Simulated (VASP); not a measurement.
# PbSe (I4/mmm) in VASP: notebook

The runs below take PbSe through single point, with PBE.

Everything below comes from runs of VASP 6.6.1. Logs are shortened: lines on timing, memory, paths and dates and some standing lists are left out, and cuts for length are marked.

### 1 The cell of the first run

Symmetry: I4/mmm, No. 139, tetragonal system. The conventional cell has a = 4.201 Å, b = 4.201 Å, c = 6.124 Å, α = 90.00°, β = 90.00°, γ = 90.00°. Pb (site symmetry 4/mmm) has 6 Se at 2.97 to 3.06 Å within 3.9 Å. Within 3.9 Å of Se (site symmetry 4/mmm) lie 6 Pb at 2.97 to 3.06 Å.

### 2 Single point, PBE (equal xx and yy strain of -3 %)

Contents of INCAR:

```
SYSTEM = PbSe
PREC = Accurate
ENCUT = 520
EDIFF = 1E-7
ISMEAR = -1
SIGMA = 0.01
LREAL = .False.
LASPH = .True.
NELM = 100
ALGO = Normal
ISIF = 2
LWAVE = .False.
LCHARG = .False.
GGA = PE
NBANDS = 17
```

Contents of KPOINTS:

```
regular mesh
0
Gamma
  9 9 9
  0 0 0
```

Contents of POSCAR:

```
PbSe
1.0
    0.0000000000      2.9702855000      3.0621500000
    2.9702855000      0.0000000000      3.0621500000
    2.9702855000      2.9702855000      0.0000000000
Pb Se
1 1
Direct
    0.0000000000      0.0000000000      0.0000000000
    0.5000000000      0.5000000000      0.5000000000
```

Potentials or basis: VASP PAW PBE potentials, release 64 (Pb_d, Se).

Command:

```sh
> cat potpaw_PBE.64/Pb_d/POTCAR potpaw_PBE.64/Se/POTCAR > POTCAR
> mpirun -np 1 vasp_std > vasp.out
```

OUTCAR:

```text
SYSTEM = PbSe
   PREC = Accurate
   ENCUT = 520
   EDIFF = 1E-7
   ISMEAR = -1
   LREAL = .False.
   LASPH = .True.
   NELM = 100
   ISIF = 2
   GGA = PE

 ion  position               nearest neighbor table
   1  0.000  0.000  0.000-   2 2.97   2 2.97   2 2.97   2 2.97   2 3.06   2 3.06
   2  0.500  0.500  0.500-   1 2.97   1 2.97   1 2.97   1 2.97   1 3.06   1 3.06

  LATTYP: Found a body centered tetragonal cell.
 ALAT       =     4.2006180382
 C/A-ratio  =     1.4579521262

  Lattice vectors:

 A1 = (  -2.9702855000,   0.0000000000,   3.0621500000)
 A2 = (   2.9702855000,   0.0000000000,   3.0621500000)
 A3 = (   0.0000000000,   2.9702855000,  -3.0621500000)

Analysis of symmetry for initial positions (statically):
=====================================================================
 Subroutine PRICEL returns:
 Original cell was already a primitive cell.

 Routine SETGRP: Setting up the symmetry group for a
 body centered tetragonal supercell.

 Subroutine GETGRP returns: Found 16 space group operations
 (whereof 16 operations were pure point group operations)
 out of a pool of 16 trial point group operations.

The static configuration has the point symmetry D_4h.

Analysis of symmetry for dynamics (positions and initial velocities):
=====================================================================
 Subroutine PRICEL returns:
 Original cell was already a primitive cell.

 Routine SETGRP: Setting up the symmetry group for a
 body centered tetragonal supercell.

 Subroutine GETGRP returns: Found 16 space group operations
 (whereof 16 operations were pure point group operations)
 out of a pool of 16 trial point group operations.

The dynamic configuration has the point symmetry D_4h.

 Subroutine INISYM returns: Found 16 space group operations
 (whereof 16 operations are pure point group operations),
 and found     1 'primitive' translations

----------------------------------------------------------------------------------------

                                     Primitive cell

  volume of cell :      54.0322

  direct lattice vectors                    reciprocal lattice vectors
     0.000000000  2.970285500  3.062150000    -0.168333987  0.168333987  0.163283967
     2.970285500  0.000000000  3.062150000     0.168333987 -0.168333987  0.163283967
     2.970285500  2.970285500  0.000000000     0.168333987  0.168333987 -0.163283967

  length of vectors
     4.266070625  4.266070625  4.200618038     0.288676837  0.288676837  0.288676837

  position of ions in fractional coordinates (direct lattice)
     0.000000000  0.000000000  0.000000000
     0.500000000  0.500000000  0.500000000

  ion indices of the primitive-cell ions
   primitive index   ion index
                 1           1
                 2           2

----------------------------------------------------------------------------------------

 KPOINTS: regular mesh

Automatic generation of k-mesh.
 Grid dimensions read from file:
 generate k-points for:    9    9    9

 Generating k-lattice:

  Cartesian coordinates                     Fractional coordinates (reciprocal lattice)
    -0.018703776  0.018703776  0.018142663     0.111111111  0.000000000  0.000000000
     0.018703776 -0.018703776  0.018142663     0.000000000  0.111111111  0.000000000
     0.018703776  0.018703776 -0.018142663    -0.000000000 -0.000000000  0.111111111

  Length of vectors
     0.032075204  0.032075204  0.032075204

  Shift w.r.t. Gamma in fractional coordinates (k-lattice)
     0.000000000  0.000000000  0.000000000

 Subroutine IBZKPT returns following result:
 ===========================================

 Found     75 irreducible k-points:

 Following reciprocal coordinates:
            Coordinates               Weight
  0.000000  0.000000  0.000000      1.000000
  0.111111  0.000000  0.000000      8.000000
  0.222222 -0.000000  0.000000      8.000000
  0.333333 -0.000000  0.000000      8.000000
  0.444444 -0.000000  0.000000      8.000000
  0.111111  0.111111  0.000000      2.000000
[... 16 lines left out ...]
 -0.333333  0.333333  0.000000      4.000000
  0.444444  0.444444  0.000000      2.000000
 [... further k-points ...]
   k-points           NKPTS =     75   k-points in BZ     NKDIM =     75   number of bands    NBANDS=     17
   number of dos      NEDOS =    301   number of ions     NIONS =      2
   total plane-waves  NPLWV =  32768
   dimension x,y,z NGX =    32 NGY =   32 NGZ =   32
   dimension x,y,z NGXF=    64 NGYF=   64 NGZF=   64
   ions per type =               1   1
   NGX,Y,Z   is equivalent  to a cutoff of  12.47, 12.47, 12.66 a.u.
   NGXF,Y,Z  is equivalent  to a cutoff of  24.94, 24.94, 25.33 a.u.
 SYSTEM =  PbSe
   PREC   = accura    normal or accurate (medium, high low for compatibility)
   ISTART =      0    job   : 0-new  1-cont  2-samecut
   ICHARG =      2    charge: 1-file 2-atom 10-const
   ISPIN  =      1    spin polarized calculation?
   LNONCOLLINEAR =      F non collinear calculations
   LSORBIT =      F    spin-orbit coupling
   LASPH  =      T    aspherical Exc in radial PAW
   ENCUT  =  520.0 eV  38.22 Ry    6.18 a.u.   7.93  7.93  7.81*2*pi/ulx,y,z
   NELM   =    100;   NELMIN=  2; NELMDL= -5     # of ELM steps
   EDIFF  = 0.1E-06   stopping-criterion for ELM
   LREAL  =      F    real-space projection
   EDIFFG = 0.1E-05   stopping-criterion for IOM
   NSW    =      0    number of steps for IOM
   IBRION =     -1    ionic relax: 0-MD 1-quasi-New 2-CG
   NFREE  =      0    steps in history (QN), initial steepest desc. (CG)
   ISIF   =      2    stress and relaxation
   ISYM   =      2    0-nonsym 1-usesym 2-fastsym
   POTIM  = 0.5000    time-step for ionic-motion
   TEBEG  =    0.0;   TEEND  =   0.0 temperature during run
   PSTRESS=    0.0 pullay stress
   NELECT =      20.0000    total number of electrons
   NUPDOWN=      -1.0000    fix difference up-down
   EMIN   =  10.00;   EMAX   =-10.00  energy-range for DOS
   EFERMI =   0.00;   METHOD = LEGACY
   ISMEAR =    -1;   SIGMA  =   0.01  broadening in eV -4-tet -1-fermi 0-gaus
   EFERMI_NEDOS =   21; number of points for ismear=-14 and -15
   IALGO  =     38    algorithm
   IMIX   =      4    mixing-type and parameters
     AMIX     =   0.40;   BMIX     =  1.00
     AMIX_MAG =   1.60;   BMIX_MAG =  1.00
  volume/ion in A,a.u.               =      27.02       182.31
  Fermi-wavevector in a.u.,A,eV,Ry     =   1.175440  2.221260 18.798622  1.381660
  Thomas-Fermi vector in A             =   2.311821
   LORBIT       =      0    0 simple, 1 ext, 2 COOP (PROOUT), +10 PAW based schemes
   GGA     = PE    functional components
   LHFCALC =     F    Hartree Fock is set to
   AEXX    =    0.0000 exact exchange contribution
   IVDW    =     0    specifies the selected vdW correction
   LEPSILON=     F    determine dielectric tensor
   LRPA    =     F    only Hartree local field effects (RPA)
 non-spin polarized calculation
  energy-cutoff  :      520.00
  volume of cell :       54.03
 maximum number of plane-waves:      1472
   NGX = 15   NGY = 15   NGZ = 15

 number of electron      20.0000004 magnetization

 Free energy of the ion-electron system (eV)
  ---------------------------------------------------
  ext. energy  EPLUGINS =         0.00000000
  ---------------------------------------------------
  free energy    TOTEN  =        -8.07330976 eV

  energy without entropy =       -8.07330976  energy(sigma->0) =       -8.07330976

 E-fermi :   5.9373     XC(G=0):  -9.8071

 val. band max:        5.6472577946   @ k =   0.4444  -0.0000   0.0000
 cond. band min:       6.2631845706   @ k =   0.4444  -0.0000   0.0000
 fundamental gap:      0.6159267760
 Fermi energy:         5.9372827653

 k-point     1 :       0.0000    0.0000    0.0000
  band No.  band energies     occupation
      1     -11.1281      2.00000
      2     -11.1199      2.00000
      3     -11.1199      2.00000
      4     -11.1148      2.00000
      5     -11.1099      2.00000
      6      -8.2960      2.00000
[... 9 lines left out ...]
     16      12.2759      0.00000
     17      13.8086      0.00000

 k-point     2 :       0.1111    0.0000    0.0000
  band No.  band energies     occupation
      1     -11.1302      2.00000
      2     -11.1189      2.00000
      3     -11.1183      2.00000
      4     -11.1113      2.00000
      5     -11.1110      2.00000
      6      -8.1920      2.00000
[... 9 lines left out ...]
     16      12.5596      0.00000
     17      14.8252      0.00000

 k-point     3 :       0.2222   -0.0000    0.0000
  band No.  band energies     occupation
      1     -11.1379      2.00000
      2     -11.1265      2.00000
      3     -11.1177      2.00000
      4     -11.1025      2.00000
      5     -11.0984      2.00000
      6      -7.8979      2.00000
[... 9 lines left out ...]
     16      13.2505      0.00000
     17      16.5467      0.00000

 k-point     4 :       0.3333   -0.0000    0.0000
  band No.  band energies     occupation
      1     -11.1472      2.00000
      2     -11.1383      2.00000
      3     -11.1171      2.00000
      4     -11.0901      2.00000
      5     -11.0829      2.00000
      6      -7.4853      2.00000
[... 9 lines left out ...]
     16      14.3508      0.00000
     17      17.8842      0.00000

 k-point     5 :       0.4444   -0.0000    0.0000
  band No.  band energies     occupation
      1     -11.1533      2.00000
      2     -11.1460      2.00000
      3     -11.1169      2.00000
      4     -11.0819      2.00000
      5     -11.0727      2.00000
      6      -7.1378      2.00000
[... 9 lines left out ...]
     16      15.6784      0.00000
     17      16.5782      0.00000

 k-point     6 :       0.1111    0.1111    0.0000
  band No.  band energies     occupation
      1     -11.1403      2.00000
      2     -11.1173      2.00000
      3     -11.1140      2.00000
      4     -11.1140      2.00000
      5     -11.1075      2.00000
      6      -8.1611      2.00000
[... 9 lines left out ...]
     16      13.1261      0.00000
     17      14.9535      0.00000

 k-point     7 :       0.2222    0.1111    0.0000
  band No.  band energies     occupation
      1     -11.1536      2.00000
      2     -11.1174      2.00000
      3     -11.1150      2.00000
      4     -11.1067      2.00000
      5     -11.0998      2.00000
      6      -7.9323      2.00000
[... 9 lines left out ...]
     16      13.8486      0.00000
     17      16.1452      0.00000

 k-point     8 :       0.3333    0.1111    0.0000
  band No.  band energies     occupation
      1     -11.1646      2.00000
      2     -11.1250      2.00000
      3     -11.1146      2.00000
      4     -11.0966      2.00000
      5     -11.0877      2.00000
      6      -7.5570      2.00000
[... 9 lines left out ...]
     16      14.8132      0.00000
     17      17.6066      0.00000
[... 203 lines left out ...]
      1     -11.1565      2.00000
      2     -11.1363      2.00000
      3     -11.1146      2.00000
      4     -11.0966      2.00000
      5     -11.0806      2.00000
      6      -7.3125      2.00000
[... 9 lines left out ...]
     16      15.3071      0.00000
     17      16.5247      0.00000

 k-point    20 :       0.3333    0.3333    0.0000
  band No.  band energies     occupation
      1     -11.2407      2.00000
      2     -11.1308      2.00000
      3     -11.0942      2.00000
      4     -11.0808      2.00000
      5     -11.0808      2.00000
      6      -7.2272      2.00000
[... 9 lines left out ...]
     16      16.6123      0.00000
     17      16.9207      0.00000

 k-point    21 :       0.4444    0.3333    0.0000
  band No.  band energies     occupation
      1     -11.2579      2.00000
      2     -11.1291      2.00000
      3     -11.0976      2.00000
      4     -11.0766      2.00000
      5     -11.0731      2.00000
      6      -6.9471      2.00000
[... 9 lines left out ...]
     16      17.1909      0.00000
     17      17.5646      0.00000

 k-point    22 :      -0.4444    0.3333    0.0000
  band No.  band energies     occupation
      1     -11.2483      2.00000
      2     -11.1181      2.00000
      3     -11.1080      2.00000
      4     -11.0816      2.00000
      5     -11.0729      2.00000
      6      -6.7485      2.00000
[... 9 lines left out ...]
     16      16.4473      0.00000
     17      18.0450      0.00000

 k-point    23 :      -0.3333    0.3333    0.0000
  band No.  band energies     occupation
      1     -11.2177      2.00000
      2     -11.1216      2.00000
      3     -11.1015      2.00000
      4     -11.0933      2.00000
      5     -11.0791      2.00000
      6      -6.7546      2.00000
[... 9 lines left out ...]
     16      15.4868      0.00000
     17      17.0778      0.00000

 k-point    24 :       0.4444    0.4444    0.0000
  band No.  band energies     occupation
      1     -11.2860      2.00000
      2     -11.1355      2.00000
      3     -11.0896      2.00000
      4     -11.0686      2.00000
      5     -11.0686      2.00000
      6      -6.7930      2.00000
[... 9 lines left out ...]
     16      17.8989      0.00000
     17      18.4450      0.00000

 [... further k-points ...]

------------------------ aborting loop because EDIFF is reached ----------------------------------------

  FORCE on cell =-STRESS in cart. coord.  units (eV):
  Direction    XX          YY          ZZ          XY          YZ          ZX
  --------------------------------------------------------------------------------------
  -------------------------------------------------------------------------------------
  Total        2.6988754      2.6988754      1.0697987      0.0000000      0.0000000      0.0000000
  in kB       80.0277445     80.0277445     31.7219448      0.0000000      0.0000000      0.0000000
  external PRESSURE =      63.9258113 kB  Pullay stress =       0.0000000 kB

 VOLUME and BASIS-vectors are now :
 -----------------------------------------------------------------------------
  energy-cutoff  :      520.00
  volume of cell :       54.03
      direct lattice vectors                 reciprocal lattice vectors
     0.000000000  2.970285500  3.062150000    -0.168333987  0.168333987  0.163283967
     2.970285500  0.000000000  3.062150000     0.168333987 -0.168333987  0.163283967
     2.970285500  2.970285500  0.000000000     0.168333987  0.168333987 -0.163283967

 POSITION                                       TOTAL-FORCE (eV/Angst)
 -----------------------------------------------------------------------------------
      0.00000      0.00000      0.00000        -0.000000     -0.000000     -0.000000
      2.97029      2.97029      3.06215         0.000000      0.000000      0.000000
 -----------------------------------------------------------------------------------
    total drift:                                0.000000     -0.000000     -0.000000

  FREE ENERGIE OF THE ION-ELECTRON SYSTEM (eV)
  ---------------------------------------------------
  free  energy   TOTEN  =        -8.0733097561 eV

  energy  without entropy=       -8.0733097561  energy(sigma->0) =       -8.07330976
```

Run time: 1.7 min. Hardware: 1 thread of AMD EPYC 7R13, shared host; peak memory 0.19 GiB.

What came out:

```yaml
Free_energy: -8.0733 eV
Pressure: 6.4 GPa
Band_gap_on_the_k_mesh: 0.62 eV
```

Caveat: the cell differs from its parent crystal (equal xx and yy strain of -3 %); the cell stands under pressure; spin-orbit coupling is left out, which moves the levels of the heavy elements. A k mesh can miss the band edges.

(Continued in part 2 of 2.)
